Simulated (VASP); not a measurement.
# Cu (I4/mmm) in VASP: a series of runs

The runs below take Cu through single point, with PBE.

Everything below comes from runs of VASP 6.6.1. Logs are shortened: lines on timing, memory, paths and dates and some standing lists are left out, and cuts for length are marked.

### Step 1. The cell of the first run

Symmetry: I4/mmm, No. 139, tetragonal system. The conventional cell has a = 3.045 Å, b = 3.045 Å, c = 2.856 Å, α = 90.00°, β = 90.00°, γ = 90.00°. Within 3.4 Å of Cu (site symmetry 4/mmm) lie 14 Cu at 2.58 to 3.04 Å.

### Step 2. Single point, PBE

INCAR reads:

```
SYSTEM = Cu
  PREC = Accurate
  ENCUT = 520
  EDIFF = 1E-6
  ISMEAR = 0
  SIGMA = 0.15
  LREAL = .False.
  LASPH = .True.
  NELM = 100
  ALGO = Normal
  ISIF = 2
  LWAVE = .False.
  LCHARG = .False.
  GGA = PE
  NBANDS = 12
```

KPOINTS reads:

```
regular mesh
0
Gamma
  22 22 22
  0 0 0
```

POSCAR reads:

```
Cu
1.0
   -1.5223500000      1.5223500000      1.4280500000
    1.5223500000     -1.5223500000      1.4280500000
    1.5223500000      1.5223500000     -1.4280500000
Cu
1
Direct
    0.0000000000      0.0000000000      0.0000000000
```

Potentials or basis: VASP PAW PBE potentials, release 64 (Cu).

Command:

```console
$ cat potpaw_PBE.64/Cu/POTCAR > POTCAR
$ mpirun -np 1 vasp_std > vasp.out
```

OUTCAR:

```text
SYSTEM = Cu
   PREC = Accurate
   ENCUT = 520
   EDIFF = 1E-6
   ISMEAR = 0
   LREAL = .False.
   LASPH = .True.
   NELM = 100
   ISIF = 2
   GGA = PE

 ion  position               nearest neighbor table
   1  0.000  0.000  0.000-

  LATTYP: Found a body centered tetragonal cell.
 ALAT       =     3.0447000000
 C/A-ratio  =     0.9380562945

  Lattice vectors:

 A1 = (  -1.5223500000,   1.5223500000,   1.4280500000)
 A2 = (   1.5223500000,  -1.5223500000,   1.4280500000)
 A3 = (   1.5223500000,   1.5223500000,  -1.4280500000)

Analysis of symmetry for initial positions (statically):
=====================================================================
 Subroutine PRICEL returns:
 Original cell was already a primitive cell.

 Routine SETGRP: Setting up the symmetry group for a
 body centered tetragonal supercell.

 Subroutine GETGRP returns: Found 16 space group operations
 (whereof 16 operations were pure point group operations)
 out of a pool of 16 trial point group operations.

The static configuration has the point symmetry D_4h.

Analysis of symmetry for dynamics (positions and initial velocities):
=====================================================================
 Subroutine PRICEL returns:
 Original cell was already a primitive cell.

 Routine SETGRP: Setting up the symmetry group for a
 body centered tetragonal supercell.

 Subroutine GETGRP returns: Found 16 space group operations
 (whereof 16 operations were pure point group operations)
 out of a pool of 16 trial point group operations.

The dynamic configuration has the point symmetry D_4h.

 Subroutine INISYM returns: Found 16 space group operations
 (whereof 16 operations are pure point group operations),
 and found     1 'primitive' translations

----------------------------------------------------------------------------------------

                                     Primitive cell

  volume of cell :      13.2383

  direct lattice vectors                    reciprocal lattice vectors
    -1.522350000  1.522350000  1.428050000     0.000000000  0.328439584  0.350127797
     1.522350000 -1.522350000  1.428050000     0.328439584  0.000000000  0.350127797
     1.522350000  1.522350000 -1.428050000     0.328439584  0.328439584  0.000000000

  length of vectors
     2.583491019  2.583491019  2.583491019     0.480064614  0.480064614  0.464483713

  position of ions in fractional coordinates (direct lattice)
     0.000000000  0.000000000  0.000000000

  ion indices of the primitive-cell ions
   primitive index   ion index
                 1           1

----------------------------------------------------------------------------------------

 KPOINTS: regular mesh

Automatic generation of k-mesh.
 Grid dimensions read from file:
 generate k-points for:   22   22   22

 Generating k-lattice:

  Cartesian coordinates                     Fractional coordinates (reciprocal lattice)
     0.000000000  0.014929072  0.015914900     0.045454545  0.000000000  0.000000000
     0.014929072  0.000000000  0.015914900     0.000000000  0.045454545  0.000000000
     0.014929072  0.014929072  0.000000000     0.000000000  0.000000000  0.045454545

  Length of vectors
     0.021821119  0.021821119  0.021112896

  Shift w.r.t. Gamma in fractional coordinates (k-lattice)
     0.000000000  0.000000000  0.000000000

 Subroutine IBZKPT returns following result:
 ===========================================

 Found    834 irreducible k-points:

 Following reciprocal coordinates:
            Coordinates               Weight
  0.000000  0.000000  0.000000      1.000000
  0.045455 -0.000000  0.000000      8.000000
  0.090909 -0.000000  0.000000      8.000000
  0.136364 -0.000000  0.000000      8.000000
  0.181818 -0.000000  0.000000      8.000000
  0.227273  0.000000  0.000000      8.000000
[... 16 lines left out ...]
  0.500000  0.045455  0.000000     16.000000
 -0.454545  0.045455 -0.000000     16.000000
 [... further k-points ...]
   k-points           NKPTS =    834   k-points in BZ     NKDIM =    834   number of bands    NBANDS=     12
   number of dos      NEDOS =    301   number of ions     NIONS =      1
   total plane-waves  NPLWV =   8000
   dimension x,y,z NGX =    20 NGY =   20 NGZ =   20
   dimension x,y,z NGXF=    40 NGYF=   40 NGZF=   40
   ions per type =               1
   NGX,Y,Z   is equivalent  to a cutoff of  12.87, 12.87, 12.87 a.u.
   NGXF,Y,Z  is equivalent  to a cutoff of  25.74, 25.74, 25.74 a.u.
 SYSTEM =  Cu
   PREC   = accura    normal or accurate (medium, high low for compatibility)
   ISTART =      0    job   : 0-new  1-cont  2-samecut
   ICHARG =      2    charge: 1-file 2-atom 10-const
   ISPIN  =      1    spin polarized calculation?
   LNONCOLLINEAR =      F non collinear calculations
   LSORBIT =      F    spin-orbit coupling
   LASPH  =      T    aspherical Exc in radial PAW
   ENCUT  =  520.0 eV  38.22 Ry    6.18 a.u.   4.80  4.80  4.80*2*pi/ulx,y,z
   NELM   =    100;   NELMIN=  2; NELMDL= -5     # of ELM steps
   EDIFF  = 0.1E-05   stopping-criterion for ELM
   LREAL  =      F    real-space projection
   EDIFFG = 0.1E-04   stopping-criterion for IOM
   NSW    =      0    number of steps for IOM
   IBRION =     -1    ionic relax: 0-MD 1-quasi-New 2-CG
   NFREE  =      0    steps in history (QN), initial steepest desc. (CG)
   ISIF   =      2    stress and relaxation
   ISYM   =      2    0-nonsym 1-usesym 2-fastsym
   POTIM  = 0.5000    time-step for ionic-motion
   TEBEG  =    0.0;   TEEND  =   0.0 temperature during run
   PSTRESS=    0.0 pullay stress
   NELECT =      11.0000    total number of electrons
   NUPDOWN=      -1.0000    fix difference up-down
   EMIN   =  10.00;   EMAX   =-10.00  energy-range for DOS
   EFERMI =   0.00;   METHOD = LEGACY
   ISMEAR =     0;   SIGMA  =   0.15  broadening in eV -4-tet -1-fermi 0-gaus
   EFERMI_NEDOS =   21; number of points for ismear=-14 and -15
   IALGO  =     38    algorithm
   IMIX   =      4    mixing-type and parameters
     AMIX     =   0.40;   BMIX     =  1.00
     AMIX_MAG =   1.60;   BMIX_MAG =  1.00
  volume/ion in A,a.u.               =      13.24        89.34
  Fermi-wavevector in a.u.,A,eV,Ry     =   1.539081  2.908442 32.229093  2.368771
  Thomas-Fermi vector in A             =   2.645359
   LORBIT       =      0    0 simple, 1 ext, 2 COOP (PROOUT), +10 PAW based schemes
   GGA     = PE    functional components
   LHFCALC =     F    Hartree Fock is set to
   AEXX    =    0.0000 exact exchange contribution
   IVDW    =     0    specifies the selected vdW correction
   LEPSILON=     F    determine dielectric tensor
   LRPA    =     F    only Hartree local field effects (RPA)
 non-spin polarized calculation
 Gauss-broadening in eV      SIGMA  =   0.15
  energy-cutoff  :      520.00
  volume of cell :       13.24
 maximum number of plane-waves:       368
   NGX =  9   NGY =  9   NGZ =  9

 number of electron      11.0000004 magnetization

 Free energy of the ion-electron system (eV)
  ---------------------------------------------------
  ext. energy  EPLUGINS =         0.00000000
  ---------------------------------------------------
  free energy    TOTEN  =        -3.65390186 eV

  energy without entropy =       -3.64922340  energy(sigma->0) =       -3.65156263

 E-fermi :   6.2565     XC(G=0): -12.0775

 val. band max:        6.2471129895   @ k =   0.2727   0.1364   0.0909
 cond. band min:       6.2603826767   @ k =   0.2273   0.1818   0.0909
 fundamental gap:      0.0132696872
 Fermi energy:         6.2565002094

 k-point     1 :       0.0000    0.0000    0.0000
  band No.  band energies     occupation
      1      -2.2581      2.00000
      2       3.3553      2.00000
      3       3.5690      2.00000
      4       3.5690      2.00000
      5       4.2135      2.00000
      6       4.4383      2.00000
      7      29.3888      0.00000
      8      29.3888      0.00000
      9      31.1649      0.00000
     10      32.1637      0.00000
     11      32.1637      0.00000
     12      32.8307      0.00000

 k-point     2 :       0.0455   -0.0000    0.0000
  band No.  band energies     occupation
      1      -2.1828      2.00000
      2       3.3623      2.00000
      3       3.5673      2.00000
      4       3.5746      2.00000
      5       4.2148      2.00000
      6       4.4281      2.00000
      7      28.9751      0.00000
      8      29.0706      0.00000
      9      30.1777      0.00000
     10      31.3150      0.00000
     11      31.5656      0.00000
     12      32.1397      0.00000

 k-point     3 :       0.0909   -0.0000    0.0000
  band No.  band energies     occupation
      1      -1.9584      2.00000
      2       3.3628      2.00000
      3       3.5598      2.00000
      4       3.6117      2.00000
      5       4.2192      2.00000
      6       4.4019      2.00000
      7      27.4703      0.00000
      8      28.3470      0.00000
      9      28.5279      0.00000
     10      30.1037      0.00000
     11      30.8493      0.00000
     12      32.0882      0.00000

 k-point     4 :       0.1364   -0.0000    0.0000
  band No.  band energies     occupation
      1      -1.5897      2.00000
      2       3.3273      2.00000
      3       3.5417      2.00000
      4       3.7093      2.00000
      5       4.2281      2.00000
      6       4.3711      2.00000
      7      25.1373      0.00000
      8      27.3704      0.00000
      9      27.4508      0.00000
     10      28.9941      0.00000
     11      30.1624      0.00000
     12      32.4307      0.00000

 k-point     5 :       0.1818   -0.0000    0.0000
  band No.  band energies     occupation
      1      -1.0870      2.00000
      2       3.2603      2.00000
      3       3.5123      2.00000
      4       3.8612      2.00000
      5       4.2427      2.00000
      6       4.3498      2.00000
      7      22.7392      0.00000
      8      26.2944      0.00000
      9      26.4548      0.00000
     10      28.0988      0.00000
     11      29.5888      0.00000
     12      32.9778      0.00000
[... 228 lines left out ...]
      1       1.8225      2.00000
      2       2.8495      2.00000
      3       4.2513      2.00000
      4       4.4811      2.00000
      5       4.7305      2.00000
      6       5.5412      2.00000
      7      11.5043      0.00000
      8      21.5786      0.00000
      9      22.2790      0.00000
     10      26.4005      0.00000
     11      28.6456      0.00000
     12      36.3339      0.00000

 k-point    22 :       0.4545    0.0455    0.0000
  band No.  band energies     occupation
      1       1.8825      2.00000
      2       2.8255      2.00000
      3       4.2839      2.00000
      4       4.4929      2.00000
      5       4.8416      2.00000
      6       6.2041      1.37841
      7      10.4217      0.00000
      8      21.3194      0.00000
      9      22.1282      0.00000
     10      26.3260      0.00000
     11      28.6384      0.00000
     12      37.0885      0.00000

 k-point    23 :       0.5000    0.0455    0.0000
  band No.  band energies     occupation
      1       1.8807      2.00000
      2       2.8265      2.00000
      3       4.3023      2.00000
      4       4.4694      2.00000
      5       4.8403      2.00000
      6       6.1765      1.54955
      7      10.4648      0.00000
      8      21.2557      0.00000
      9      22.1629      0.00000
     10      26.3373      0.00000
     11      28.6794      0.00000
     12      37.6934      0.00000

 k-point    24 :      -0.4545    0.0455   -0.0000
  band No.  band energies     occupation
      1       1.8153      2.00000
      2       2.8520      2.00000
      3       4.3129      2.00000
      4       4.3996      2.00000
      5       4.7234      2.00000
      6       5.5029      2.00000
      7      11.5983      0.00000
      8      21.3832      0.00000
      9      22.3864      0.00000
     10      26.4329      0.00000
     11      28.7711      0.00000
     12      38.0284      0.00000

 [... further k-points ...]
[... 5 lines left out ...]
  --------------------------------------------------------------------------------------
  -------------------------------------------------------------------------------------
  Total       -0.8040137     -0.8040137     -0.8335500      0.0000000      0.0000000      0.0000000
  in kB      -97.3064490    -97.3064490   -100.8811011      0.0000000      0.0000000      0.0000000
  external PRESSURE =     -98.4979997 kB  Pullay stress =       0.0000000 kB

 VOLUME and BASIS-vectors are now :
 -----------------------------------------------------------------------------
  energy-cutoff  :      520.00
  volume of cell :       13.24
      direct lattice vectors                 reciprocal lattice vectors
    -1.522350000  1.522350000  1.428050000     0.000000000  0.328439584  0.350127797
     1.522350000 -1.522350000  1.428050000     0.328439584  0.000000000  0.350127797
     1.522350000  1.522350000 -1.428050000     0.328439584  0.328439584  0.000000000

 POSITION                                       TOTAL-FORCE (eV/Angst)
 -----------------------------------------------------------------------------------
      0.00000      0.00000      0.00000        -0.000000      0.000000     -0.000000
 -----------------------------------------------------------------------------------
    total drift:                                0.000000     -0.000000      0.000000

  FREE ENERGIE OF THE ION-ELECTRON SYSTEM (eV)
  ---------------------------------------------------
  free  energy   TOTEN  =        -3.6539018566 eV

  energy  without entropy=       -3.6492234038  energy(sigma->0) =       -3.65156263
```

Wall time 2.9 min (1 thread of Intel Xeon 8259CL, shared host); peak memory 0.23 GiB.

What came out:

```yaml
Free_energy: -3.6539 eV
Pressure: -9.8 GPa
```

Stress tensor (GPa, compression positive):
```
 -9.73   0.00   0.00
  0.00  -9.73   0.00
  0.00   0.00 -10.09
```

(Part 1 of 2 ends here.)
